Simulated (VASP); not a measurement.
Here is a VASP 6.6.1 calculation.

Contents of POSCAR:

```
LiF
1.0
    3.0810126371      0.0000000000      0.0000000000
   -1.5405063186      2.6682352131      0.0000000000
    0.0000000000      0.0000000000      4.7853429675
Li F
2 2
Direct
    0.3333333333      0.6666666667     -0.0074305300
    0.6666666667      0.3333333333      0.4925694700
    0.3333333333      0.6666666667      0.3824305300
    0.6666666667      0.3333333333      0.8824305300
```

INCAR.step1

```
SYSTEM = LiF
ALGO     = Normal         ! electronic algorithm
EDIFF    = 1E-5           ! SCF threshold, eV
ENCUT    = 520            ! plane-wave cutoff, eV
GGA      = PE             ! functional
ISIF     = 2              ! what is computed and relaxed
ISMEAR   = 0              ! smearing method
LASPH    = .True.         ! aspherical terms in the spheres
LCHARG   = .False.        ! write CHGCAR
LREAL    = .False.        ! projectors in reciprocal space
LWAVE    = .True.         ! write WAVECAR
NBANDS   = 18             ! bands
NELM     = 60             ! most SCF steps
PREC     = Accurate       ! precision mode
SIGMA    = 0.01           ! smearing width, eV
```

File INCAR.step2:

```
SYSTEM = LiF
AEXX     = 0.2            ! exact-exchange fraction
ALGO     = Normal         ! electronic algorithm
EDIFF    = 1E-6           ! SCF threshold, eV
ENCUT    = 520            ! plane-wave cutoff, eV
GGA      = PE             ! functional
HFSCREEN = 0.1            ! screening, 1/A
ISIF     = 2              ! what is computed and relaxed
ISMEAR   = 0              ! smearing method
ISTART   = 1            
LASPH    = .True.         ! aspherical terms in the spheres
LCHARG   = .False.        ! write CHGCAR
LHFCALC  = .True.         ! exact exchange
LREAL    = .False.        ! projectors in reciprocal space
LWAVE    = .False.        ! write WAVECAR
NBANDS   = 18             ! bands
NELM     = 60             ! most SCF steps
PREC     = Accurate       ! precision mode
PRECFOCK = Normal       
SIGMA    = 0.01           ! smearing width, eV
```

KPOINTS

```
k-points
0
Gamma
  6 6 2
  0 0 0
```

Potentials or basis: VASP PAW PBE potentials, release 64 (Li_sv, F).

The run is started by

```bash
$ cat potpaw_PBE.64/Li_sv/POTCAR potpaw_PBE.64/F/POTCAR > POTCAR
$ cp INCAR.step1 INCAR
$ mpirun -np 1 vasp_std > vasp.out
$ cp INCAR.step2 INCAR
$ mpirun -np 1 vasp_std > vasp.out
```

Problem. Estimate the band gap on the k mesh.

Solution. 9.88 eV, direct.

Forces on the atoms (eV/Å):
```
Li   0.000  0.000  0.002
Li   0.000  0.000  0.002
F    0.000  0.000 -0.002
F    0.000  0.000 -0.002
```

Caveat: the k points lie up to 0.66 Å⁻¹ apart; the PAW data sets were made with another functional, which shifts forces and pressure a little.
